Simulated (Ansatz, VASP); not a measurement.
**One calculation of Cu, two programs**

File INCAR:

```
SYSTEM = Cu
PREC     = Accurate       ! precision mode
ENCUT    = 520            ! plane-wave cutoff, eV
EDIFF    = 1E-7           ! SCF threshold, eV
ISMEAR   = 0              ! smearing method
SIGMA    = 0.15           ! smearing width, eV
LREAL    = .False.        ! projectors in reciprocal space
LASPH    = .True.         ! aspherical terms in the spheres
NELM     = 100            ! most SCF steps
ALGO     = Fast           ! electronic algorithm
ISIF     = 2              ! what is computed and relaxed
LWAVE    = .False.        ! write WAVECAR
LCHARG   = .False.        ! write CHGCAR
GGA      = PS             ! functional
NBANDS   = 18             ! bands
```

The input KPOINTS:

```
Automatic mesh
0
Gamma
  24 24 12
  0 0 0
```

File POSCAR:

```
Cu
1.0
    2.4840306851      0.0000000000      0.0000000000
   -1.2420153426      2.1512336771      0.0000000000
    0.0000000000      0.0000000000      4.5765781342
Cu
2
Direct
    0.3333333333      0.6666666667      0.2500000000
    0.6666666667      0.3333333333      0.7500000000
```

Input for Ansatz:

```yaml
crystal:
  lattice:
    - [2.4840306851, 0.0, 0.0]
    - [-1.2420153426, 2.1512336771, 0.0]
    - [0.0, 0.0, 4.5765781342]
  atoms:
    - { symbol: Cu, position: [0.3333333333, 0.6666666667, 0.25] }
    - { symbol: Cu, position: [0.6666666667, 0.3333333333, 0.75] }
basis:
  ecutwfc: 520.0
kpoints:
  mp_grid: { grid: [24, 24, 12] }
hamiltonian:
  xc: pbesol
  pseudopotentials: { kind: paw }
scf:
  occupations: { method: gaussian, width: 0.15 }
output:
  forces: true
  stress: true
  eigenvalues: true
```

Alike in both runs: task single point; functional PBEsol; k mesh 24 × 24 × 12; occupations gaussian, width 0.15 eV; no spin polarisation.

```csv
,VASP,Ansatz
version,VASP 6.6.1,Ansatz 0.2.0
potentials or method,"VASP PAW PBE potentials, release 64 (Cu), cutoff 520 eV","scalar-relativistic, plane waves, PAW"
valence electrons in the cell,22,38
```

```tsv
	VASP	Ansatz	Ansatz less VASP
gap on the k mesh at the Fermi level (eV)	none	none	-
pressure (GPa)	-7.5	-8.2	-0.75
traceless stress, the component that is largest in VASP (GPa)	-11.24	-11.15	+0.090
```

VASP's potentials were made for PBE, not for PBEsol. A gap of «none» marks a metal or a gap that the smearing closes. VASP's potentials hold 22 valence electrons a cell and Ansatz's 38, so a difference there can come from the potentials and not from the codes.
